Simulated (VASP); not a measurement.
Here is a VASP 6.6.1 calculation.

INCAR

```
SYSTEM = Ga
PREC = Accurate
ENCUT = 600
EDIFF = 1E-7
ISMEAR = -1
SIGMA = 0.05
LREAL = .FALSE.
LASPH = .TRUE.
NELM = 60
ALGO = Normal
ISIF = 3
LWAVE = .FALSE.
LCHARG = .FALSE.
GGA = PS
IBRION = 2
NSW = 32
EDIFFG = -0.005
PSTRESS = 2300.0
```

The input KPOINTS:

```
Automatic mesh
0
G
  18 18 10
  0 0 0
```

The input POSCAR:

```
Ga
1.0
    2.2960871878      0.0000000000      0.0000000000
   -1.1480435939      1.9884698339      0.0000000000
    0.0000000000      0.0000000000      3.8389250248
Ga
2
Direct
    0.3333333333      0.6666666667      0.2500000000
    0.6666666667      0.3333333333      0.7500000000
```

Potentials or basis: VASP PAW PBE potentials, release 64 (Ga_d).

Run with:

```bash
$ cat potpaw_PBE.64/Ga_d/POTCAR > POTCAR
$ mpirun -np 1 vasp_std > vasp.out
```

Q: Predict the band gap on the k mesh.

A: Zero (bands 13 and 14 overlap by 10.75 eV).

Q: Estimate the relaxed cell.

A: a = 2.298 Å, b = 2.298 Å, c = 3.842 Å, α = 90.00°, β = 90.00°, γ = 120.00°.

Q: What does it give for the relaxed volume?

A: 8.78 Å³/atom.

Final structure:
```cif
data_structure
_symmetry_space_group_name_H-M 'P 1'
_symmetry_Int_Tables_number 1
_cell_length_a 2.2976
_cell_length_b 2.2976
_cell_length_c 3.8416
_cell_angle_alpha 90.000
_cell_angle_beta 90.000
_cell_angle_gamma 120.000
_cell_volume 17.56
loop_
_atom_site_label
_atom_site_type_symbol
_atom_site_fract_x
_atom_site_fract_y
_atom_site_fract_z
_atom_site_occupancy
Ga1 Ga 0.33333 0.66667 0.25000 1
Ga2 Ga 0.66667 0.33333 0.75000 1
```

Caveat: the cell is relaxed towards a set pressure, so the run minimises the enthalpy, not the energy; the PAW data sets were made with another functional, which shifts forces and pressure a little.
